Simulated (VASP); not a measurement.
Crystal: GaP.

```
Ga P
1.0
     0.00000    2.72525    2.72525
     2.72525    0.00000    2.72525
     2.72525    2.72525    0.00000
Ga P
1 1
Direct
  0.00000 0.00000 0.00000
  0.25000 0.25000 0.25000
```

- Program: VASP 6.6.1
- Task: relaxation of cell and atoms
- Functional: PBE
- Potentials or basis: VASP PAW PBE potentials, release 64 (Ga_d, P)
- Cutoff: 600 eV
- k mesh: 6 × 6 × 6
- Occupations: gaussian, width 0.01 eV
- Spin: no spin polarisation

At the start: pressure 2.4 GPa; volume 20.24 Å³/atom.

How do energy, volume and symmetry change on relaxing?

Over 3 steps the energy falls by 4.7 meV/atom and the volume is 20.87 Å³/atom (+3.1 %); space group F-43m (No. 216, to 0.05 Å).

The path:
```tsv
step	energy change (eV)	largest force (eV/Å)	pressure (GPa)	volume (Å³)
1	0.0000	0.0000	2.44	40.48
2	-0.0074	0.0000	-1.07	42.32
3	-0.0094	0.0000	0.05	41.73
```

Final structure:
```
CELL_PARAMETERS angstrom
0.00000 2.75303 2.75303
2.75303 0.00000 2.75303
2.75303 2.75303 0.00000
ATOMIC_POSITIONS crystal
Ga 0.00000 0.00000 0.00000
P 0.25000 0.25000 0.25000
```
